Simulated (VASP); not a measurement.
# BN (P6_3mc) in VASP: further runs, part 2 of 2

VASP 6.6.1.

### Step 3. Dielectric tensor, r2SCAN (strain +2.0%)

The input, INCAR:

```
ALGO = Normal
EDIFF = 1E-8
ENCUT = 520
ISIF = 2
ISMEAR = 0
LASPH = True
LCALCEPS = True
LCHARG = False
LMIXTAU = True
LREAL = False
LWAVE = False
METAGGA = R2SCAN
NELM = 100
PREC = Accurate
SIGMA = 0.01
```

The input, KPOINTS:

```
k-points
0
Gamma
  9 9 6
```

The input, POSCAR:

```
BN
1.0
    2.5948289996      0.0000000000      0.0000000000
   -1.2974144998      2.2471878321      0.0000000000
    0.0000000000      0.0000000000      4.2919716483
B N
2 2
Direct
    0.3333333333      0.6666666667     -0.0000513168
    0.6666666667      0.3333333333      0.4999486832
    0.3333333333      0.6666666667      0.3750513168
    0.6666666667      0.3333333333      0.8750513168
```

Potentials or basis: VASP PAW PBE potentials, release 64 (B, N).

Launch:

```console
$ cat potpaw_PBE.64/B/POTCAR potpaw_PBE.64/N/POTCAR > POTCAR
$ mpirun -np 1 vasp_std > vasp.out
```

OUTCAR:

```text
EDIFF = 1E-8
   ENCUT = 520
   ISIF = 2
   ISMEAR = 0
   LASPH = True
   LREAL = False
   METAGGA = R2SCAN
   NELM = 100
   PREC = Accurate

 ion  position               nearest neighbor table
   1  0.333  0.667  1.000-   4 1.59   4 1.59   4 1.59   3 1.61
   2  0.667  0.333  0.500-   3 1.59   3 1.59   3 1.59   4 1.61
   3  0.333  0.667  0.375-   2 1.59   2 1.59   2 1.59   1 1.61
   4  0.667  0.333  0.875-   1 1.59   1 1.59   1 1.59   2 1.61

  LATTYP: Found a hexagonal cell.
 ALAT       =     2.5948289996
 C/A-ratio  =     1.6540479735

  Lattice vectors:

 A1 = (   2.5948289996,   0.0000000000,   0.0000000000)
 A2 = (  -1.2974144998,   2.2471878321,   0.0000000000)
 A3 = (   0.0000000000,   0.0000000000,   4.2919716483)

Analysis of symmetry for initial positions (statically):
=====================================================================
 Subroutine PRICEL returns:
 Original cell was already a primitive cell.

 Routine SETGRP: Setting up the symmetry group for a
 hexagonal supercell.

 Subroutine GETGRP returns: Found 12 space group operations
 (whereof  6 operations were pure point group operations)
 out of a pool of 24 trial point group operations.

The static configuration has the point symmetry C_3v.
 The point group associated with its full space group is C_6v.

Analysis of symmetry for dynamics (positions and initial velocities):
=====================================================================
 Subroutine PRICEL returns:
 Original cell was already a primitive cell.

 Routine SETGRP: Setting up the symmetry group for a
 hexagonal supercell.

[... 531 lines left out ...]

            Ionic dipole moment: p[ion]=(     0.00000     0.00000    11.80380 ) |e| Angst

 Total electronic dipole moment: p[elc]=(     0.00000     0.00000    -0.03277 ) |e| Angst

 MACROSCOPIC STATIC DIELECTRIC TENSOR (including local field effects)
 ------------------------------------------------------
           4.503809    -0.000000     0.000000
           0.000000     4.503809     0.000000
           0.000000     0.000000     4.681164
 ------------------------------------------------------

 PIEZOELECTRIC TENSOR (including local field effects) (e Angst)
          XX          YY          ZZ          XY          YZ          ZX
  --------------------------------------------------------------------------------
  x     0.00000     0.00000     0.00000     0.00000     0.00000     0.98390
  y    -0.00000     0.00000     0.00000     0.00000     0.98390     0.00000
  z     0.85870     0.85870    -1.77199    -0.00000     0.00000     0.00000

 PIEZOELECTRIC TENSOR (including local field effects) (C/m^2)
          XX          YY          ZZ          XY          YZ          ZX
  --------------------------------------------------------------------------------
  x     0.00000     0.00000     0.00000     0.00000     0.00000     0.62988
  y    -0.00000     0.00000     0.00000     0.00000     0.62988     0.00000
  z     0.54973     0.54973    -1.13440    -0.00000     0.00000     0.00000

 BORN EFFECTIVE CHARGES (including local field effects) (in |e|, cummulative output)
 ---------------------------------------------------------------------------------
 ion    1
    1     1.97206    -0.00000     0.00000
    2     0.00000     1.97206     0.00000
    3     0.00000     0.00000     2.07787
 ion    2
    1     1.97206     0.00000     0.00000
    2     0.00000     1.97206     0.00000
    3     0.00000     0.00000     2.07787
 ion    3
    1    -1.97206     0.00000     0.00000
    2     0.00000    -1.97206     0.00000
    3     0.00000    -0.00000    -2.07787
 ion    4
    1    -1.97206     0.00000     0.00000
    2    -0.00000    -1.97206    -0.00000
    3    -0.00000     0.00000    -2.07787

  FORCE on cell =-STRESS in cart. coord.  units (eV):
  Direction    XX          YY          ZZ          XY          YZ          ZX
  --------------------------------------------------------------------------------------
  -------------------------------------------------------------------------------------
  Total       -3.1119329     -3.1119329     -3.1309182      0.0000000     -0.0000000      0.0000000
  in kB     -199.2213314   -199.2213314   -200.4367449      0.0000000     -0.0000000      0.0000000
  external PRESSURE =    -199.6264692 kB  Pullay stress =       0.0000000 kB

 VOLUME and BASIS-vectors are now :
 -----------------------------------------------------------------------------
  energy-cutoff  :      520.00
  volume of cell :       25.03
      direct lattice vectors                 reciprocal lattice vectors
     2.594829000  0.000000000  0.000000000     0.385381850  0.222500315  0.000000000
    -1.297414500  2.247187832  0.000000000     0.000000000  0.445000630  0.000000000
     0.000000000  0.000000000  4.291971648     0.000000000  0.000000000  0.232993151

 POSITION                                       TOTAL-FORCE (eV/Angst)
 -----------------------------------------------------------------------------------
     -0.00000      1.49813      4.29175        -0.000000      0.000000      0.002855
      1.29741      0.74906      2.14577         0.000000      0.000000      0.002855
     -0.00000      1.49813      1.60971         0.000000     -0.000000     -0.002855
      1.29741      0.74906      3.75570        -0.000000      0.000000     -0.002855
 -----------------------------------------------------------------------------------
    total drift:                               -0.000000      0.000000     -0.002214

  FREE ENERGIE OF THE ION-ELECTRON SYSTEM (eV)
  ---------------------------------------------------
  free  energy   TOTEN  =       -38.1800000123 eV

  energy  without entropy=      -38.1800000123  energy(sigma->0) =      -38.18000001
```

OSZICAR:

```text
N       E                     dE             d eps       ncg     rms          rms(c)
DAV:   1     0.428126517469E+02    0.42813E+02   -0.89643E+03  1152   0.133E+03
DAV:   2    -0.419749306728E+02   -0.84788E+02   -0.78998E+02  1588   0.276E+02
[... 13 lines left out ...]
DMP:   8    -0.381799999274E+02   -0.59533E-07   -0.50225E-07  1200   0.149E-06  -0.446E-07
DMP:   9    -0.381799999498E+02   -0.22412E-07   -0.40936E-07  1200   0.106E-06  -0.778E-08
DMP:  10    -0.381799999751E+02   -0.25276E-07   -0.28456E-07  1200   0.570E-07   0.271E-07
DMP:  11    -0.381799999936E+02   -0.18539E-07   -0.16388E-07  1200   0.294E-07   0.223E-07
DMP:  12    -0.381800000049E+02   -0.11289E-07   -0.98687E-08  1200   0.170E-07   0.148E-07
DMP:  13    -0.381800000123E+02   -0.73653E-08   -0.60046E-08  1200   0.940E-08   0.108E-07
   1 F= -.38180000E+02 E0= -.38180000E+02  d E =-.108266E-16
```

Run time: 15 min. Hardware: 1 thread of Intel Xeon 6975P-C (Granite Rapids), shared host; peak memory 0.4 GiB.

Results:

| Property | Result |
| --- | --- |
| Band gap on the k mesh | 5.82 eV, indirect (least direct gap 8.66 eV) |
| Electronic dielectric tensor (diagonal) | 4.50, 4.50, 4.68 |
| Born charges (mean of the diagonal) | B +2.01; N -2.01 e |

Levels at points of the mesh, in eV from the valence-band top:
| k point | band 6 | band 7 | band 8 | band 9 | band 10 | band 11 |
| --- | --- | --- | --- | --- | --- | --- |
| (0.00, 0.00, 0.00) | -0.22 | 0.00 | 0.00 | 8.84 | 8.84 | 8.91 |
| (0.00, 0.00, 0.50) | -1.14 | -1.14 | -1.14 | 9.67 | 9.67 | 10.37 |

Electronic dielectric tensor:
```
4.50 0.00 0.00
0.00 4.50 0.00
0.00 0.00 4.68
```

Born effective charge tensors (e):
atom 1, B
```
1.97 0.00 0.00
0.00 1.97 0.00
0.00 0.00 2.08
```
atom 2, B
```
1.97 0.00 0.00
0.00 1.97 0.00
0.00 0.00 2.08
```
atom 3, N
```
-1.97  0.00  0.00
 0.00 -1.97  0.00
 0.00  0.00 -2.08
```
atom 4, N
```
-1.97  0.00  0.00
 0.00 -1.97  0.00
 0.00  0.00 -2.08
```

Dipole moments of the cell (e·Å, modulo the quantum): ionic 0.000, 0.000, 11.804; electronic 0.000, 0.000, -0.033

Caveat: the cell differs from its parent crystal (strain +2.0%); the PAW data sets were made with another functional, which shifts forces and pressure a little. A k mesh can miss the band edges.

### Step 4. Dielectric tensor, r2SCAN (strain +3.0%)

The input, INCAR:

```
SYSTEM = BN
  ALGO = Normal
  EDIFF = 1E-8
  ENCUT = 520
  ISIF = 2
  ISMEAR = 0
  LASPH = .TRUE.
  LCALCEPS = .TRUE.
  LCHARG = .FALSE.
  LMIXTAU = .TRUE.
  LREAL = .FALSE.
  LWAVE = .FALSE.
  METAGGA = R2SCAN
  NELM = 60
  PREC = Accurate
  SIGMA = 0.01
```

The input, KPOINTS:

```
k-points
0
G
  9 9 6
  0 0 0
```

The input, POSCAR:

```
BN
1.0
    2.6202684995      0.0000000000      0.0000000000
   -1.3101342498      2.2692190853      0.0000000000
    0.0000000000      0.0000000000      4.3340498018
B N
2 2
Direct
    0.3333333333      0.6666666667     -0.0001895886
    0.6666666667      0.3333333333      0.4998104114
    0.3333333333      0.6666666667      0.3751895886
    0.6666666667      0.3333333333      0.8751895886
```

Potentials or basis: VASP PAW PBE potentials, release 64 (B, N).

Launch:

```console
$ cat potpaw_PBE.64/B/POTCAR potpaw_PBE.64/N/POTCAR > POTCAR
$ mpirun -np 1 vasp_std > vasp.out
```

OUTCAR:

```text
SYSTEM = BN
   EDIFF = 1E-8
   ENCUT = 520
   ISIF = 2
   ISMEAR = 0
   LASPH = .TRUE.
   LREAL = .FALSE.
   METAGGA = R2SCAN
   NELM = 60
   PREC = Accurate

 ion  position               nearest neighbor table
   1  0.333  0.667  1.000-   4 1.61   4 1.61   4 1.61   3 1.63
   2  0.667  0.333  0.500-   3 1.61   3 1.61   3 1.61   4 1.63
   3  0.333  0.667  0.375-   2 1.61   2 1.61   2 1.61   1 1.63
   4  0.667  0.333  0.875-   1 1.61   1 1.61   1 1.61   2 1.63

  LATTYP: Found a hexagonal cell.
 ALAT       =     2.6202684995
 C/A-ratio  =     1.6540479736

  Lattice vectors:

 A1 = (   2.6202684995,   0.0000000000,   0.0000000000)
 A2 = (  -1.3101342498,   2.2692190853,   0.0000000000)
 A3 = (   0.0000000000,   0.0000000000,   4.3340498018)

Analysis of symmetry for initial positions (statically):
=====================================================================
 Subroutine PRICEL returns:
 Original cell was already a primitive cell.

 Routine SETGRP: Setting up the symmetry group for a
 hexagonal supercell.

[... 570 lines left out ...]
  z     0.55250     0.55250    -1.14178    -0.00000     0.00000     0.00000

 BORN EFFECTIVE CHARGES (including local field effects) (in |e|, cummulative output)
 ---------------------------------------------------------------------------------
 ion    1
    1     1.98637    -0.00000     0.00000
    2    -0.00000     1.98637     0.00000
    3     0.00000     0.00000     2.09461
 ion    2
    1     1.98637    -0.00000     0.00000
    2    -0.00000     1.98637     0.00000
    3    -0.00000     0.00000     2.09461
 ion    3
    1    -1.98637     0.00000     0.00000
    2     0.00000    -1.98637     0.00000
    3    -0.00000     0.00000    -2.09461
 ion    4
    1    -1.98637     0.00000     0.00000
    2     0.00000    -1.98637     0.00000
    3     0.00000     0.00000    -2.09461

  FORCE on cell =-STRESS in cart. coord.  units (eV):
  Direction    XX          YY          ZZ          XY          YZ          ZX
  --------------------------------------------------------------------------------------
  -------------------------------------------------------------------------------------
  Total       -4.6137037     -4.6137037     -4.6205093      0.0000000      0.0000000     -0.0000000
  in kB     -286.8429372   -286.8429372   -287.2660579      0.0000000      0.0000000     -0.0000000
  external PRESSURE =    -286.9839774 kB  Pullay stress =       0.0000000 kB

 VOLUME and BASIS-vectors are now :
 -----------------------------------------------------------------------------
  energy-cutoff  :      520.00
  volume of cell :       25.77
      direct lattice vectors                 reciprocal lattice vectors
     2.620268499  0.000000000  0.000000000     0.381640279  0.220340118  0.000000000
    -1.310134250  2.269219085  0.000000000     0.000000000  0.440680235  0.000000000
     0.000000000  0.000000000  4.334049802     0.000000000  0.000000000  0.230731082

 POSITION                                       TOTAL-FORCE (eV/Angst)
 -----------------------------------------------------------------------------------
     -0.00000      1.51281      4.33323        -0.000000     -0.000000      0.002676
      1.31013      0.75641      2.16620        -0.000000      0.000000      0.002676
     -0.00000      1.51281      1.62609         0.000000      0.000000     -0.002676
      1.31013      0.75641      3.79312        -0.000000     -0.000000     -0.002676
 -----------------------------------------------------------------------------------
    total drift:                                0.000000      0.000000     -0.002221

  FREE ENERGIE OF THE ION-ELECTRON SYSTEM (eV)
  ---------------------------------------------------
  free  energy   TOTEN  =       -38.0683553765 eV

  energy  without entropy=      -38.0683553765  energy(sigma->0) =      -38.06835538
```

OSZICAR:

```text
N       E                     dE             d eps       ncg     rms          rms(c)
DAV:   1     0.401035963086E+02    0.40104E+02   -0.88659E+03  1152   0.132E+03
DAV:   2    -0.417018316997E+02   -0.81805E+02   -0.76410E+02  1616   0.268E+02
[... 13 lines left out ...]
DMP:   8    -0.380683552893E+02   -0.62132E-07   -0.52735E-07  1200   0.156E-06  -0.469E-07
DMP:   9    -0.380683553129E+02   -0.23596E-07   -0.42709E-07  1200   0.111E-06  -0.730E-08
DMP:  10    -0.380683553389E+02   -0.25998E-07   -0.29113E-07  1200   0.586E-07   0.273E-07
DMP:  11    -0.380683553575E+02   -0.18607E-07   -0.16730E-07  1200   0.304E-07   0.219E-07
DMP:  12    -0.380683553690E+02   -0.11415E-07   -0.10238E-07  1200   0.178E-07   0.150E-07
DMP:  13    -0.380683553765E+02   -0.75414E-08   -0.62753E-08  1200   0.984E-08   0.113E-07
   1 F= -.38068355E+02 E0= -.38068355E+02  d E =-.265959E-16
```

It took 16 min on 1 thread of Intel Xeon 6975P-C (Granite Rapids), shared host; peak memory 0.4 GiB.

Results:

| Item | Value |
| --- | --- |
| Band gap on the k mesh | 5.87 eV, indirect (least direct gap 8.50 eV) |
| Electronic dielectric tensor (diagonal) | 4.54, 4.54, 4.72 |
| Born charges (mean of the diagonal) | B +2.02; N -2.02 e |

Levels at points of the mesh, in eV from the valence-band top:
```tsv
k point	band 4	band 5	band 6	band 7	band 8	band 9	band 10	band 11	band 12
(0.00, 0.00, 0.00)	-2.01	-2.01	-0.19	0.00	0.00	8.69	8.72	8.72	9.12
(0.00, 0.00, 0.50)	-5.56	-1.11	-1.11	-1.11	-1.11	9.38	9.38	10.21	10.21
```

Electronic dielectric tensor:
```
4.54 0.00 0.00
0.00 4.54 0.00
0.00 0.00 4.72
```

Born effective charge tensors (e):
atom 1, B
```
1.99 0.00 0.00
0.00 1.99 0.00
0.00 0.00 2.09
```
atom 2, B
```
1.99 0.00 0.00
0.00 1.99 0.00
0.00 0.00 2.09
```
atom 3, N
```
-1.99  0.00  0.00
 0.00 -1.99  0.00
 0.00  0.00 -2.09
```
atom 4, N
```
-1.99  0.00  0.00
 0.00 -1.99  0.00
 0.00  0.00 -2.09
```

Dipole moments of the cell (e·Å, modulo the quantum): ionic 0.000, 0.000, 11.922; electronic 0.000, 0.000, -0.041

Caveat: the cell differs from its parent crystal (strain +3.0%); the PAW data sets were made with another functional, which shifts forces and pressure a little.

### Step 5. The runs side by side

| cell | gap on the mesh (eV) |
| --- | --- |
| a = 2.569, b = 2.569, c = 4.250 Å, angles 90.0, 90.0, 120.0°, 4 atoms | 5.77 |
| a = 2.595, b = 2.595, c = 4.292 Å, angles 90.0, 90.0, 120.0°, 4 atoms | 5.82 |
| a = 2.620, b = 2.620, c = 4.334 Å, angles 90.0, 90.0, 120.0°, 4 atoms | 5.87 |

Alike in all rows: task dielectric tensor; level r2SCAN; potentials or basis VASP PAW PBE potentials, release 64 (B, N); no spin polarisation; k mesh 9 × 9 × 6; cutoff (eV) 520; smearing gaussian 0.01 eV.

Caveats: the PAW data sets were made with another functional, which shifts forces and pressure a little.

Absolute energies hang on the potentials; compare differences alone.
